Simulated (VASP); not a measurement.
Write the native input for VASP 6.6.1 that does the following.

```
Task                   : single point
Functional             : PBE
Potentials or basis    : VASP PAW PBE potentials, release 64 (Sn_d)
Cutoff                 : 520 eV
k mesh                 : 11 × 11 × 11
Occupations            : fermi-dirac, width 0.05 eV
Spin                   : no spin polarisation
Dipole correction      : no
Further INCAR settings : ALGO = Normal; EDIFF = 1e-06; NBANDS = 21
```

The structure of Sn lies in POSCAR:

```
Sn
1.0
    0.0000000000      3.3332922964      3.3332922964
    3.3332922964      0.0000000000      3.3332922964
    3.3332922964      3.3332922964      0.0000000000
Sn
2
Direct
   -0.1250000000     -0.1250000000     -0.1250000000
    0.1250000000      0.1250000000      0.1250000000
```

These files were run (other wordings do the same):

INCAR

```
  ALGO = Normal
  EDIFF = 1E-6
  ENCUT = 520
  GGA = PE
  ISIF = 2
  ISMEAR = -1
  LASPH = T
  LCHARG = T
  LELF = T
  LREAL = F
  LVHAR = T
  LWAVE = F
  NBANDS = 21
  NELM = 100
  PREC = Accurate
  SIGMA = 0.05
```

KPOINTS

```
k-points
0
Gamma
  11 11 11
```

Potentials or basis: VASP PAW PBE potentials, release 64 (Sn_d).

Launch:

```bash
$ cat potpaw_PBE.64/Sn_d/POTCAR > POTCAR
$ mpirun -np 1 vasp_std > vasp.out
```

Results of the run:

- Pressure: -0.2 GPa
- Band gap on the k mesh: zero (band 14 reaches 4.91 eV, above the bottom of band 15 at 4.68 eV)

Caveat: spin-orbit coupling is left out, which moves the levels of the heavy elements.

Run time: 30 s on 1 thread of Intel(R) Xeon(R) 6975P-C (Granite Rapids), on a shared host, peak memory 0.23 GiB.
